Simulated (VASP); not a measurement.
# BP (rocksalt type) (Fm-3m) in VASP: a series of runs

Runs on BP (rocksalt type). Level: PBE. Tasks: single point, relaxation of cell and atoms.

Everything below comes from runs of VASP 6.6.1. Logs are shortened: lines on timing, memory, paths and dates and some standing lists are left out, and cuts for length are marked.

### Step 1. The cell of the first run

The structure is cubic, space group Fm-3m (No. 225). Conventional cell: a = 4.320 Å, b = 4.320 Å, c = 4.320 Å, α = 90.00°, β = 90.00°, γ = 90.00°. B (site symmetry m-3m) has 6 P at 2.16 Å within 2.9 Å. P (site symmetry m-3m) has 6 B at 2.16 Å within 2.9 Å.

### Step 2. Single point, PBE

Input file INCAR:

```
SYSTEM = BP
ALGO = Normal
EDIFF = 1E-6
ENCUT = 520
GGA = PE
ISIF = 2
ISMEAR = -1
LASPH = .TRUE.
LCHARG = .FALSE.
LREAL = .FALSE.
LWAVE = .FALSE.
NBANDS = 11
NELM = 100
PREC = Accurate
SIGMA = 0.08
```

Input file KPOINTS:

```
k-points
0
G
  17 17 17
  0 0 0
```

Input file POSCAR:

```
BP
1.0
    0.0000000000      2.1601872526      2.1601872526
    2.1601872526      0.0000000000      2.1601872526
    2.1601872526      2.1601872526      0.0000000000
B P
1 1
Direct
    0.0000000000      0.0000000000      0.0000000000
    0.5000000000      0.5000000000      0.5000000000
```

Potentials or basis: VASP PAW PBE potentials, release 64 (B, P).

Launch:

```
> cat potpaw_PBE.64/B/POTCAR potpaw_PBE.64/P/POTCAR > POTCAR
> mpirun -np 1 vasp_std > vasp.out
```

OUTCAR:

```text
SYSTEM = BP
   EDIFF = 1E-6
   ENCUT = 520
   GGA = PE
   ISIF = 2
   ISMEAR = -1
   LASPH = .TRUE.
   LREAL = .FALSE.
   NELM = 100
   PREC = Accurate

 ion  position               nearest neighbor table
   1  0.000  0.000  0.000-   2 2.16   2 2.16   2 2.16   2 2.16   2 2.16   2 2.16
   2  0.500  0.500  0.500-   1 2.16   1 2.16   1 2.16   1 2.16   1 2.16   1 2.16

  LATTYP: Found a face centered cubic cell.
 ALAT       =     4.3203745052

  Lattice vectors:

 A1 = (   0.0000000000,   2.1601872526,   2.1601872526)
 A2 = (   2.1601872526,   0.0000000000,   2.1601872526)
 A3 = (   2.1601872526,   2.1601872526,   0.0000000000)

Analysis of symmetry for initial positions (statically):
=====================================================================
 Subroutine PRICEL returns:
 Original cell was already a primitive cell.

 Routine SETGRP: Setting up the symmetry group for a
 face centered cubic supercell.

 Subroutine GETGRP returns: Found 48 space group operations
 (whereof 48 operations were pure point group operations)
 out of a pool of 48 trial point group operations.

The static configuration has the point symmetry O_h .

Analysis of symmetry for dynamics (positions and initial velocities):
=====================================================================
 Subroutine PRICEL returns:
 Original cell was already a primitive cell.

 Routine SETGRP: Setting up the symmetry group for a
 face centered cubic supercell.

 Subroutine GETGRP returns: Found 48 space group operations
 (whereof 48 operations were pure point group operations)
 out of a pool of 48 trial point group operations.

The dynamic configuration has the point symmetry O_h .

 Subroutine INISYM returns: Found 48 space group operations
 (whereof 48 operations are pure point group operations),
 and found     1 'primitive' translations

----------------------------------------------------------------------------------------

                                     Primitive cell

  volume of cell :      20.1606

  direct lattice vectors                    reciprocal lattice vectors
     0.000000000  2.160187253  2.160187253    -0.231461416  0.231461416  0.231461416
     2.160187253  0.000000000  2.160187253     0.231461416 -0.231461416  0.231461416
     2.160187253  2.160187253  0.000000000     0.231461416  0.231461416 -0.231461416

  length of vectors
     3.054966110  3.054966110  3.054966110     0.400902932  0.400902932  0.400902932

  position of ions in fractional coordinates (direct lattice)
     0.000000000  0.000000000  0.000000000
     0.500000000  0.500000000  0.500000000

  ion indices of the primitive-cell ions
   primitive index   ion index
                 1           1
                 2           2

----------------------------------------------------------------------------------------

 KPOINTS: k-points

Automatic generation of k-mesh.
 Grid dimensions read from file:
 generate k-points for:   17   17   17

 Generating k-lattice:

  Cartesian coordinates                     Fractional coordinates (reciprocal lattice)
    -0.013615377  0.013615377  0.013615377     0.058823529  0.000000000  0.000000000
     0.013615377 -0.013615377  0.013615377     0.000000000  0.058823529  0.000000000
     0.013615377  0.013615377 -0.013615377     0.000000000  0.000000000  0.058823529

  Length of vectors
     0.023582525  0.023582525  0.023582525

  Shift w.r.t. Gamma in fractional coordinates (k-lattice)
     0.000000000  0.000000000  0.000000000

 Subroutine IBZKPT returns following result:
 ===========================================

 Found    165 irreducible k-points:

 Following reciprocal coordinates:
            Coordinates               Weight
  0.000000  0.000000  0.000000      1.000000
  0.058824  0.000000  0.000000      8.000000
  0.117647  0.000000  0.000000      8.000000
  0.176471  0.000000  0.000000      8.000000
  0.235294  0.000000  0.000000      8.000000
  0.294118  0.000000  0.000000      8.000000
[... 16 lines left out ...]
 -0.176471  0.058824  0.000000     24.000000
 -0.117647  0.058824  0.000000     24.000000
 [... further k-points ...]
   k-points           NKPTS =    165   k-points in BZ     NKDIM =    165   number of bands    NBANDS=     11
   number of dos      NEDOS =    301   number of ions     NIONS =      2
   total plane-waves  NPLWV =  13824
   dimension x,y,z NGX =    24 NGY =   24 NGZ =   24
   dimension x,y,z NGXF=    48 NGYF=   48 NGZF=   48
   ions per type =               1   1
   NGX,Y,Z   is equivalent  to a cutoff of  13.06, 13.06, 13.06 a.u.
   NGXF,Y,Z  is equivalent  to a cutoff of  26.12, 26.12, 26.12 a.u.
 SYSTEM =  BP
   PREC   = accura    normal or accurate (medium, high low for compatibility)
   ISTART =      0    job   : 0-new  1-cont  2-samecut
   ICHARG =      2    charge: 1-file 2-atom 10-const
   ISPIN  =      1    spin polarized calculation?
   LNONCOLLINEAR =      F non collinear calculations
   LSORBIT =      F    spin-orbit coupling
   LASPH  =      T    aspherical Exc in radial PAW
   ENCUT  =  520.0 eV  38.22 Ry    6.18 a.u.   5.68  5.68  5.68*2*pi/ulx,y,z
   NELM   =    100;   NELMIN=  2; NELMDL= -5     # of ELM steps
   EDIFF  = 0.1E-05   stopping-criterion for ELM
   LREAL  =      F    real-space projection
   EDIFFG = 0.1E-04   stopping-criterion for IOM
   NSW    =      0    number of steps for IOM
   IBRION =     -1    ionic relax: 0-MD 1-quasi-New 2-CG
   NFREE  =      0    steps in history (QN), initial steepest desc. (CG)
   ISIF   =      2    stress and relaxation
   ISYM   =      2    0-nonsym 1-usesym 2-fastsym
   POTIM  = 0.5000    time-step for ionic-motion
   TEBEG  =    0.0;   TEEND  =   0.0 temperature during run
   PSTRESS=    0.0 pullay stress
   NELECT =       8.0000    total number of electrons
   NUPDOWN=      -1.0000    fix difference up-down
   EMIN   =  10.00;   EMAX   =-10.00  energy-range for DOS
   EFERMI =   0.00;   METHOD = LEGACY
   ISMEAR =    -1;   SIGMA  =   0.08  broadening in eV -4-tet -1-fermi 0-gaus
   EFERMI_NEDOS =   21; number of points for ismear=-14 and -15
   IALGO  =     38    algorithm
   IMIX   =      4    mixing-type and parameters
     AMIX     =   0.40;   BMIX     =  1.00
     AMIX_MAG =   1.60;   BMIX_MAG =  1.00
  volume/ion in A,a.u.               =      10.08        68.03
  Fermi-wavevector in a.u.,A,eV,Ry     =   1.203012  2.273364 19.690879  1.447239
  Thomas-Fermi vector in A             =   2.338778
   LORBIT       =      0    0 simple, 1 ext, 2 COOP (PROOUT), +10 PAW based schemes
   GGA     = PE    functional components
[... 5 lines left out ...]
 non-spin polarized calculation
  energy-cutoff  :      520.00
  volume of cell :       20.16
 maximum number of plane-waves:       556
   NGX = 11   NGY = 11   NGZ = 11

 number of electron       7.9999999 magnetization

 Free energy of the ion-electron system (eV)
  ---------------------------------------------------
  ext. energy  EPLUGINS =         0.00000000
  ---------------------------------------------------
  free energy    TOTEN  =       -10.80860195 eV

  energy without entropy =      -10.79184405  energy(sigma->0) =      -10.80022300

 E-fermi :   9.6955     XC(G=0): -11.9397

 val. band max:        9.6906095821   @ k =  -0.4706   0.0588   0.0000
 cond. band min:       9.7058621979   @ k =  -0.3529   0.3529   0.0000
 fundamental gap:      0.0152526158
 Fermi energy:         9.6954804077

 k-point     1 :       0.0000    0.0000    0.0000
  band No.  band energies     occupation
      1      -7.2082      2.00000
      2       9.7065      0.93106
      3       9.7065      0.93106
      4       9.7065      0.93105
      5      16.2025      0.00000
      6      17.6210      0.00000
      7      17.6210      0.00000
      8      17.6210      0.00000
      9      18.3147      0.00000
     10      18.3147      0.00000
     11      18.3147      0.00000

 k-point     2 :       0.0588    0.0000    0.0000
  band No.  band energies     occupation
      1      -7.1345      2.00000
      2       9.2150      1.99508
      3       9.6831      1.07748
      4       9.6831      1.07747
      5      16.3333      0.00000
      6      17.6887      0.00000
      7      17.6887      0.00000
      8      17.7012      0.00000
      9      17.7935      0.00000
     10      17.7935      0.00000
     11      18.2702      0.00000

 k-point     3 :       0.1176    0.0000    0.0000
  band No.  band energies     occupation
      1      -6.9137      2.00000
      2       8.0105      2.00000
      3       9.6262      1.40781
      4       9.6262      1.40781
      5      16.2894      0.00000
      6      16.5170      0.00000
      7      16.5170      0.00000
      8      17.9760      0.00000
      9      18.2961      0.00000
     10      18.2961      0.00000
     11      18.4072      0.00000

 k-point     4 :       0.1765    0.0000    0.0000
  band No.  band energies     occupation
      1      -6.5470      2.00000
      2       6.4877      2.00000
      3       9.5688      1.65943
      4       9.5688      1.65943
      5      15.3080      0.00000
      6      15.3080      0.00000
      7      15.9749      0.00000
      8      17.7921      0.00000
      9      19.0923      0.00000
     10      19.0923      0.00000
     11      19.3431      0.00000
[... 239 lines left out ...]
 k-point    22 :      -0.2353    0.0588    0.0000
  band No.  band energies     occupation
      1      -5.7707      2.00000
      2       4.3812      2.00000
      3       8.4894      2.00000
      4      10.3342      0.00068
      5      12.8331      0.00000
      6      14.2252      0.00000
      7      16.0480      0.00000
      8      17.8355      0.00000
      9      19.9106      0.00000
     10      19.9398      0.00000
     11      22.2595      0.00000

 k-point    23 :      -0.1765    0.0588    0.0000
  band No.  band energies     occupation
      1      -6.3275      2.00000
      2       5.9888      2.00000
      3       8.5976      2.00000
      4      10.2010      0.00360
      5      13.9273      0.00000
      6      15.1712      0.00000
      7      16.4204      0.00000
      8      18.1127      0.00000
      9      18.8682      0.00000
     10      18.9191      0.00000
     11      20.9901      0.00000

 k-point    24 :      -0.1176    0.0588    0.0000
  band No.  band energies     occupation
      1      -6.7422      2.00000
      2       7.5284      2.00000
      3       8.8024      1.99997
      4      10.0660      0.01930
      5      15.1401      0.00000
      6      16.0397      0.00000
      7      16.8814      0.00000
      8      17.8920      0.00000
      9      18.2126      0.00000
     10      18.4625      0.00000
     11      19.7669      0.00000

 [... further k-points ...]
[... 5 lines left out ...]
  --------------------------------------------------------------------------------------
  -------------------------------------------------------------------------------------
  Total       -0.0266671     -0.0266671     -0.0266671      0.0000000     -0.0000000      0.0000000
  in kB       -2.1192515     -2.1192515     -2.1192515      0.0000000     -0.0000000      0.0000000
  external PRESSURE =      -2.1192515 kB  Pullay stress =       0.0000000 kB

 VOLUME and BASIS-vectors are now :
 -----------------------------------------------------------------------------
  energy-cutoff  :      520.00
  volume of cell :       20.16
      direct lattice vectors                 reciprocal lattice vectors
     0.000000000  2.160187253  2.160187253    -0.231461416  0.231461416  0.231461416
     2.160187253  0.000000000  2.160187253     0.231461416 -0.231461416  0.231461416
     2.160187253  2.160187253  0.000000000     0.231461416  0.231461416 -0.231461416

 POSITION                                       TOTAL-FORCE (eV/Angst)
 -----------------------------------------------------------------------------------
      0.00000      0.00000      0.00000         0.000000     -0.000000      0.000000
      2.16019      2.16019      2.16019        -0.000000      0.000000     -0.000000
 -----------------------------------------------------------------------------------
    total drift:                                0.000000     -0.000000     -0.000000

  FREE ENERGIE OF THE ION-ELECTRON SYSTEM (eV)
  ---------------------------------------------------
  free  energy   TOTEN  =       -10.8086019514 eV

  energy  without entropy=      -10.7918440455  energy(sigma->0) =      -10.80022300
```

Run time: 71 s. Hardware: 1 thread of AMD EPYC 7R13, shared host; peak memory 0.13 GiB.

What came out:

| Quantity | Value |
| --- | --- |
| Free energy | -10.8086 eV |
| Pressure | -0.2 GPa |
| Band gap on the k mesh | zero (band 4 reaches 11.23 eV, above the bottom of band 5 at 6.90 eV) |

### Step 3. Relaxation of cell and atoms, PBE

This run uses another cell than the first one, of 10.00 Å³/atom, 0.992 times its volume.

Input file INCAR:

```
SYSTEM = BP
PREC = Accurate ; ENCUT = 600
EDIFF = 1E-7 ; ISMEAR = -1
SIGMA = 0.08 ; LREAL = .FALSE.
LASPH = .TRUE. ; NELM = 100
ALGO = Normal ; ISIF = 3
LWAVE = .FALSE. ; LCHARG = .FALSE.
GGA = PE ; IBRION = 2
NSW = 60 ; EDIFFG = -0.005
```

Input file KPOINTS:

```
Automatic mesh
0
G
  17 17 17
  0 0 0
```

Input file POSCAR:

```
BP
1.0
    0.0000000000      2.1544346900      2.1544346900
    2.1544346900      0.0000000000      2.1544346900
    2.1544346900      2.1544346900      0.0000000000
B P
1 1
Direct
    0.0000000000      0.0000000000      0.0000000000
    0.5000000000      0.5000000000      0.5000000000
```

Potentials or basis: VASP PAW PBE potentials, release 64 (B, P).

Launch:

```
> cat potpaw_PBE.64/B/POTCAR potpaw_PBE.64/P/POTCAR > POTCAR
> mpirun -np 1 vasp_std > vasp.out
```

Run time: 2 min. Hardware: 1 thread of AMD EPYC 7R13, shared host; peak memory 0.13 GiB.

The run converged. Its results:

```yaml
Free_energy: -10.8096 eV
Relaxed_volume: 10.07 Å³/atom
Relaxed_cell: a = 3.054 Å, b = 3.054 Å, c = 3.054 Å, α = 60.00°, β = 60.00°, γ = 60.00°
Space_group_after_relaxing_to_0.05_Å: Fm-3m (No. 225)
Energy_gained_by_relaxing: 0.2 meV/atom
Ionic_steps: 3
Pressure_after_relaxing: 0.0 GPa
Band_gap_on_the_k_mesh: zero (band 4 reaches 11.25 eV, above the bottom of band 5 at 6.93 eV)
```

The path:
```
step  energy change (eV)  largest force (eV/Å)  pressure (GPa)  volume (Å³)
   1              0.0000                0.0000            1.07        20.00
   2             -0.0003                0.0000           -0.48        20.19
   3             -0.0004                0.0000            0.00        20.13
```

Final structure:
```
B P
1.0
     0.00000    2.15918    2.15918
     2.15918    0.00000    2.15918
     2.15918    2.15918    0.00000
B P
1 1
Direct
  0.00000 0.00000 0.00000
  0.50000 0.50000 0.50000
```

Levels at points of the mesh, in eV from the Fermi level:
| k point | band 1 | band 2 | band 3 | band 4 | band 5 | band 6 | band 7 | band 8 |
| --- | --- | --- | --- | --- | --- | --- | --- | --- |
| (0.00, 0.00, 0.00) | -16.92 | 0.01 | 0.01 | 0.01 | 6.53 | 7.92 | 7.92 | 7.92 |
